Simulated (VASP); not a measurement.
Write the native input for VASP 6.6.1 that does the following.

* Task: single point
* Functional: PBE
* Potentials or basis: VASP PAW PBE potentials, release 64 (Sr_sv, O)
* Cutoff: 520 eV
* k mesh: 8 × 8 × 8
* Occupations: fermi-dirac, width 0.02 eV
* Spin: no spin polarisation
* Dipole correction: no
* Further INCAR settings: ALGO = Normal; EDIFF = 1e-07; NBANDS = 15

The structure of SrO lies in POSCAR:

```
SrO
1.0
    3.1028650671      0.0856390759      0.0000000000
    0.0856390759      3.1028650671      0.0000000000
    0.0000000000      0.0000000000      3.1028650671
Sr O
1 1
Direct
    0.0000000000      0.0000000000      0.0000000000
    0.5000000000      0.5000000000      0.5000000000
```

This cell differs from its parent crystal: shear xy strain +5.5%.

These files were run (other wordings do the same):

INCAR

```
  PREC = Accurate
  ENCUT = 520
  EDIFF = 1E-7
  ISMEAR = -1
  SIGMA = 0.02
  LREAL = F
  LASPH = T
  NELM = 60
  ALGO = Normal
  ISIF = 2
  LWAVE = F
  LCHARG = F
  GGA = PE
  NBANDS = 15
```

KPOINTS

```
regular mesh
0
Gamma
  8 8 8
```

Potentials or basis: VASP PAW PBE potentials, release 64 (Sr_sv, O).

Run with:

```console
$ cat potpaw_PBE.64/Sr_sv/POTCAR potpaw_PBE.64/O/POTCAR > POTCAR
$ mpirun -np 1 vasp_std > vasp.out
```

It gave:

- Pressure: 4.0 GPa
- Band gap on the k mesh: 2.76 eV, indirect (least direct gap 2.81 eV)

Caveat: the cell differs from its parent crystal (shear xy strain +5.5%).

Run time: 16 s on 1 thread of Intel(R) Xeon(R) 6975P-C (Granite Rapids), with other jobs on the host, peak memory 0.17 GiB.
